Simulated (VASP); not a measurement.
Input of a VASP 6.6.1 run:

File INCAR:

```
SYSTEM = AlN
PREC     = Accurate       ! precision mode
ENCUT    = 520            ! plane-wave cutoff, eV
EDIFF    = 1E-7           ! SCF threshold, eV
ISMEAR   = 0              ! smearing method
SIGMA    = 0.02           ! smearing width, eV
LREAL    = .FALSE.        ! projectors in reciprocal space
LASPH    = .TRUE.         ! aspherical terms in the spheres
NELM     = 80             ! most SCF steps
ALGO     = Normal         ! electronic algorithm
ISIF     = 2              ! what is computed and relaxed
LWAVE    = .FALSE.        ! write WAVECAR
LCHARG   = .FALSE.        ! write CHGCAR
GGA      = PE             ! functional
NBANDS   = 16             ! bands
```

File KPOINTS:

```
regular mesh
0
G
  9 9 6
  0 0 0
```

The input POSCAR:

```
AlN
1.0
    3.0348759290      0.0000000000      0.0000000000
   -1.5174379645      2.6282796518      0.0000000000
    0.0000000000      0.0000000000      5.3042083400
Al N
2 2
Direct
    0.3333333333      0.6666666667     -0.0120530333
    0.6666666667      0.3333333333      0.4879469667
    0.3333333333      0.6666666667      0.3970530333
    0.6666666667      0.3333333333      0.8970530333
```

Potentials or basis: VASP PAW PBE potentials, release 64 (Al, N).

Launch:

```sh
$ cat potpaw_PBE.64/Al/POTCAR potpaw_PBE.64/N/POTCAR > POTCAR
$ mpirun -np 1 vasp_std > vasp.out
```

(1) Estimate the largest force.

(2) What does it give for the pressure?

Answers

(1) 1.421 eV/Å.

(2) 9.3 GPa.

Caveat: the cell differs from its parent crystal (strained and its atoms moved); forces of over 1 eV/Å act on the atoms, so gaps and moduli don't describe the material at rest.
